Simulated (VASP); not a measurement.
Here is a VASP 6.6.1 calculation.

INCAR

```
SYSTEM = Ta
ALGO = Normal
EDIFF = 1E-6
ENCUT = 520
GGA = CA
ISIF = 2
ISMEAR = -1
LASPH = .TRUE.
LCHARG = .FALSE.
LREAL = .FALSE.
LWAVE = .FALSE.
NBANDS = 18
NELM = 100
PREC = Accurate
SIGMA = 0.05
```

File KPOINTS:

```
k-points
0
G
  11 11 5
  0 0 0
```

POSCAR

```
Ta
1.0
    2.8809059017      0.0000000000      0.0000000000
   -1.4404529508      2.4949376968      0.0000000000
    0.0000000000      0.0000000000      5.1315999754
Ta
2
Direct
    0.3333333333      0.6666666667      0.2500000000
    0.6666666667      0.3333333333      0.7500000000
```

Potentials or basis: VASP PAW LDA potentials, release 64 (Ta_pv).

Run with:

```bash
$ cat potpaw_LDA.64/Ta_pv/POTCAR > POTCAR
$ mpirun -np 1 vasp_std > vasp.out
```

Problem. Predict the band gap on the k mesh.

Solution. Zero (band 11 reaches 6.66 eV, above the bottom of band 12 at 5.06 eV).

Problem. Estimate the pressure.

Solution. -7.8 GPa.

Stress tensor (GPa, compression positive):
```
-8.69  0.00  0.00
 0.00 -8.69  0.00
 0.00  0.00 -6.05
```

Caveat: spin-orbit coupling is left out, which moves the levels of the heavy elements.
